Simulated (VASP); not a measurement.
# Gd2N2 in VASP: single point with PBE+U

Aim: the single point of Gd2N2 with PBE+U.

All numbers are computed with VASP 6.6.1; they aren't measurements. Logs are shortened: lines on timing, memory, paths and dates and some standing lists are left out, and cuts for length are marked.

## Step 1: The cell of the first run

The cell holds a molecule in a box, 4 atoms: a = 11.770 Å, b = 9.000 Å, c = 12.080 Å, α = 90.00°, β = 90.00°, γ = 90.00°.

## Step 2: Single point, PBE+U, non-collinear spin, typed start, spin-orbit coupling

INCAR reads:

```
SYSTEM = GdN
ALGO = Normal
EDIFF = 1E-6
ENCUT = 520
GGA = PE
GGA_COMPAT = .FALSE.
ISIF = 2
ISMEAR = 0
LASPH = .TRUE.
LCHARG = .FALSE.
LDAU = .TRUE.
LDAUJ = 0 0
LDAUL = 3 -1
LDAUPRINT = 1
LDAUTYPE = 2
LDAUU = 5 0
LMAXMIX = 6
LORBIT = 11
LORBMOM = .TRUE.
LREAL = .FALSE.
LSORBIT = .TRUE.
LWAVE = .FALSE.
MAGMOM = 0 0 7 0 0 7 0 0 0 0 0 0
NBANDS = 60
NELM = 200
NELMDL = -8
PREC = Accurate
SIGMA = 0.01
```

KPOINTS reads:

```
k-points
0
G
  1 1 1
  0 0 0
```

POSCAR reads:

```
GdN
1.0
   11.7700000000      0.0000000000      0.0000000000
    0.0000000000      9.0000000000      0.0000000000
    0.0000000000      0.0000000000     12.0800000000
Gd N
2 2
Direct
    0.5001503800      0.5000000000      0.6276639100
    0.5001503800      0.5000000000      0.3725165600
    0.6179728100      0.5000000000      0.5000902300
    0.3823279500      0.5000000000      0.5000902300
```

Potentials or basis: VASP PAW PBE potentials, release 64 (Gd, N).

The run is started by

```
> cat potpaw_PBE.64/Gd/POTCAR potpaw_PBE.64/N/POTCAR > POTCAR
> mpirun -np 1 vasp_ncl > vasp.out
```

OUTCAR:

```text
SYSTEM = GdN
   EDIFF = 1E-6
   ENCUT = 520
   GGA = PE
   ISIF = 2
   ISMEAR = 0
   LASPH = .TRUE.
   LORBIT = 11
   LREAL = .FALSE.
   LSORBIT = .TRUE.
   NELM = 200
   NELMDL = -8
   PREC = Accurate

 ion  position               nearest neighbor table
   1  0.500  0.500  0.628-   3 2.07   4 2.07   2 3.08
   2  0.500  0.500  0.373-   3 2.07   4 2.07   1 3.08
   3  0.618  0.500  0.500-   2 2.07   1 2.07
   4  0.382  0.500  0.500-   2 2.07   1 2.07

  LATTYP: Found a simple orthorhombic cell.
 ALAT       =     9.0000000000
 B/A-ratio  =     1.3077777778
 C/A-ratio  =     1.3422222222

  Lattice vectors:

 A1 = (   0.0000000000,  -9.0000000000,   0.0000000000)
 A2 = (  11.7700000000,   0.0000000000,   0.0000000000)
 A3 = (   0.0000000000,   0.0000000000,  12.0800000000)

Analysis of symmetry for initial positions (statically):
=====================================================================
 Subroutine PRICEL returns:
 Original cell was already a primitive cell.

 Routine SETGRP: Setting up the symmetry group for a
 simple orthorhombic supercell.

 Subroutine GETGRP returns: Found  8 space group operations
 (whereof  2 operations were pure point group operations)
 out of a pool of  8 trial point group operations.

The static configuration has the point symmetry C_1h.
 The point group associated with its full space group is D_2h.

Analysis of symmetry for dynamics (positions and initial velocities):
=====================================================================
 Subroutine PRICEL returns:
 Original cell was already a primitive cell.

 Routine SETGRP: Setting up the symmetry group for a
 simple orthorhombic supercell.

 Subroutine GETGRP returns: Found  8 space group operations
 (whereof  2 operations were pure point group operations)
 out of a pool of  8 trial point group operations.

The dynamic configuration has the point symmetry C_1h.
 The point group associated with its full space group is D_2h.

Analysis of structural, dynamic, and magnetic symmetry:
=====================================================================
 Subroutine PRICEL returns:
 Original cell was already a primitive cell.

 Routine SETGRP: Setting up the symmetry group for a
[... 360 lines left out ...]
    total drift:                                0.000028      0.000000      0.000083

  FREE ENERGIE OF THE ION-ELECTRON SYSTEM (eV)
  ---------------------------------------------------
  free  energy   TOTEN  =       -38.4836917444 eV

  energy  without entropy=      -38.4836917444  energy(sigma->0) =      -38.48369174

 orbital moment (x)

 # of ion     p       d       f       tot
 ------------------------------------------------
  1        -0.000  -0.000  -0.000  -0.000
  2        -0.000   0.000   0.000   0.000
  3        -0.000   0.000   0.000  -0.000
  4        -0.000   0.000   0.000  -0.000
 ------------------------------------------------
           -0.000  -0.000  -0.000  -0.000

 orbital moment (y)

 # of ion     p       d       f       tot
 ------------------------------------------------
  1         0.000  -0.000   0.000   0.000
  2         0.000  -0.000  -0.000  -0.000
  3         0.000   0.000   0.000   0.000
  4         0.000   0.000   0.000   0.000
 ------------------------------------------------
            0.000  -0.000  -0.000  -0.000

 orbital moment (z)

 # of ion     p       d       f       tot
 ------------------------------------------------
  1        -0.009  -0.009   0.021   0.003
  2        -0.009  -0.009   0.021   0.003
  3         0.000   0.000   0.000   0.000
  4         0.000   0.000   0.000   0.000
 ------------------------------------------------
           -0.018  -0.018   0.042   0.006

 Spin-Orbit-Coupling matrix elements

 Ion:    1  E_soc:     -1.2611569
 l=   1
     0.0000000    -0.1655058    -0.1643360
    -0.1655058     0.0000000    -0.1682486
    -0.1643360    -0.1682486     0.0000000
 l=   2
     0.0000000    -0.0004698     0.0000000    -0.0008351    -0.0017190
    -0.0004698     0.0000000    -0.0012670    -0.0005414    -0.0003270
     0.0000000    -0.0012670     0.0000000    -0.0018718     0.0000000
    -0.0008351    -0.0005414    -0.0018718     0.0000000    -0.0008846
    -0.0017190    -0.0003270     0.0000000    -0.0008846     0.0000000
 l=   3
     0.0000000    -0.0065835     0.0000000     0.0000000     0.0000000    -0.0065413    -0.0020327
    -0.0065835     0.0000000    -0.0108174     0.0000000    -0.0107737    -0.0011778    -0.0065553
     0.0000000    -0.0108174     0.0000000    -0.0259211    -0.0003171    -0.0107801     0.0000000
     0.0000000     0.0000000    -0.0259211     0.0000000    -0.0256944     0.0000000     0.0000000
[... 49 lines left out ...]
 l=   2
     0.0000000     0.0000000     0.0000000     0.0000000     0.0000000
     0.0000000     0.0000000     0.0000000     0.0000000     0.0000000
     0.0000000     0.0000000     0.0000000     0.0000000     0.0000000
     0.0000000     0.0000000     0.0000000     0.0000000     0.0000000
     0.0000000     0.0000000     0.0000000     0.0000000     0.0000000
 l=   3
     0.0000000     0.0000000     0.0000000     0.0000000     0.0000000     0.0000000     0.0000000
     0.0000000     0.0000000     0.0000000     0.0000000     0.0000000     0.0000000     0.0000000
     0.0000000     0.0000000     0.0000000     0.0000000     0.0000000     0.0000000     0.0000000
     0.0000000     0.0000000     0.0000000     0.0000000     0.0000000     0.0000000     0.0000000
     0.0000000     0.0000000     0.0000000     0.0000000     0.0000000     0.0000000     0.0000000
     0.0000000     0.0000000     0.0000000     0.0000000     0.0000000     0.0000000     0.0000000
     0.0000000     0.0000000     0.0000000     0.0000000     0.0000000     0.0000000     0.0000000

 total charge

# of ion       s       p       d       f       tot
--------------------------------------------------
    1        2.048   5.559   0.866   7.005  15.478
    2        2.048   5.559   0.866   7.005  15.478
    3        1.288   2.338   0.000   0.000   3.626
    4        1.288   2.338   0.000   0.000   3.626
--------------------------------------------------
tot          6.672  15.794   1.731  14.010  38.206

 magnetization (x)

# of ion       s       p       d       f       tot
--------------------------------------------------
    1        0.000   0.000   0.000   0.000   0.000
    2        0.000   0.000   0.000   0.000   0.000
    3        0.000   0.000   0.000   0.000   0.000
    4        0.000   0.000   0.000   0.000   0.000
--------------------------------------------------
tot          0.000   0.000   0.000   0.000   0.000

 magnetization (y)

# of ion       s       p       d       f       tot
--------------------------------------------------
    1        0.000   0.000   0.000   0.000   0.000
    2        0.000   0.000   0.000   0.000   0.000
    3        0.000   0.000   0.000   0.000   0.000
    4        0.000   0.000   0.000   0.000   0.000
--------------------------------------------------
tot          0.000   0.000   0.000   0.000   0.000

 magnetization (z)

# of ion       s       p       d       f       tot
--------------------------------------------------
    1       -0.001  -0.082   0.107   6.809   6.832
    2       -0.001  -0.082   0.107   6.809   6.832
    3       -0.007  -0.104   0.000   0.000  -0.111
    4       -0.007  -0.104   0.000   0.000  -0.111
--------------------------------------------------
tot         -0.016  -0.372   0.214  13.618  13.444
```

OSZICAR:

```text
N       E                     dE             d eps       ncg     rms          rms(c)
[... 14 lines left out ...]
DAV:  71    -0.384836731899E+02   -0.68640E-05   -0.10930E-04   168   0.947E-02    0.200E-01
DAV:  72    -0.384836791151E+02   -0.59253E-05   -0.31762E-05   216   0.772E-02    0.202E-01
DAV:  73    -0.384836820459E+02   -0.29308E-05   -0.11873E-05   152   0.342E-02    0.204E-01
DAV:  74    -0.384836827229E+02   -0.67696E-06   -0.24544E-05   192   0.497E-02    0.206E-01
DAV:  75    -0.384836898020E+02   -0.70791E-05   -0.31071E-05   160   0.550E-02    0.209E-01
DAV:  76    -0.384836910846E+02   -0.12825E-05   -0.33633E-06   168   0.366E-02    0.213E-01
DAV:  77    -0.384836917444E+02   -0.65989E-06   -0.42490E-06   136   0.280E-02
   1 F= -.38483692E+02 E0= -.38483692E+02  d E =-.272885E-46  mag=    -0.0000    -0.0000    13.9154
```

Run time: 56 min. Hardware: 1 thread of Intel Xeon Platinum 8259CL at 2.50GHz (Skylake/Cascade Lake), shared host; peak memory 3.2 GiB.

What came out:

| Item | Value |
| --- | --- |
| Free energy | -38.4837 eV |
| Largest force | 0.782 eV/Å |
| Net moment | 13.92 μB per cell |
| Valence electrons inside the program's atomic spheres | Gd 15.48; N 3.63 |

Forces on the atoms (eV/Å):
```
Gd   0.000  0.000 -0.782
Gd   0.000  0.000  0.782
N   -0.507  0.000  0.000
N    0.507  0.000  0.000
```

Moments on the atoms (μB; x, y, z):
```
Gd   0.00  0.00  6.83
Gd   0.00  0.00  6.83
N    0.00  0.00 -0.11
N    0.00  0.00 -0.11
```

The state reached can hang on the start; a lower one may exist.
